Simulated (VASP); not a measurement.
## SnO: single point with HSE06

Crystal: SnO.

```
CELL_PARAMETERS angstrom
0.00000 2.75832 2.75832
2.75832 0.00000 2.75832
2.75832 2.75832 0.00000
ATOMIC_POSITIONS crystal
Sn 0.00000 0.00000 0.00000
O 0.25000 0.25000 0.25000
```

This cell differs from its parent crystal: strain +1.9%.

| Item | Value |
| --- | --- |
| Program | VASP 6.6.1 |
| Task | single point |
| Functional | HSE06 |
| Potentials or basis | VASP PAW PBE potentials, release 64 (Sn_d, O) |
| Cutoff | 520 eV |
| k mesh | 6 × 6 × 6 |
| Occupations | fermi-dirac, width 0.02 eV |
| Spin | no spin polarisation |

| Quantity | Value |
| --- | --- |
| Pressure | -3.1 GPa |
| Band gap on the k mesh | zero (bands 10 and 11 overlap by 0.07 eV) |

Levels at points of the mesh, in eV from the Fermi level:
| k point | band 6 | band 7 | band 8 | band 9 | band 10 | band 11 | band 12 | band 13 | band 14 | band 15 |
| --- | --- | --- | --- | --- | --- | --- | --- | --- | --- | --- |
| (0.00, 0.00, 0.00) | -20.71 | -6.78 | -4.02 | -4.02 | -4.02 | 5.19 | 5.19 | 5.19 | 9.54 | 12.24 |
| (0.50, 0.00, 0.00) | -20.17 | -8.48 | -4.45 | -4.45 | -2.49 | 2.27 | 5.34 | 5.34 | 9.22 | 11.84 |
| (0.50, 0.50, 0.00) | -20.02 | -8.32 | -5.19 | -5.19 | -0.18 | -0.10 | 6.02 | 6.02 | 6.21 | 10.85 |

It took 80 min on 1 thread of Oxide Virtual Turin-like Processor, on a shared host, peak memory 0.26 GiB.

Caveat: the cell differs from its parent crystal (strain +1.9%); the cell stands under tension; the structure was generated, so it needn't be the stable form of SnO; the PAW data sets were made with another functional, which shifts forces and pressure a little; spin-orbit coupling is left out, which moves the levels of the heavy elements.
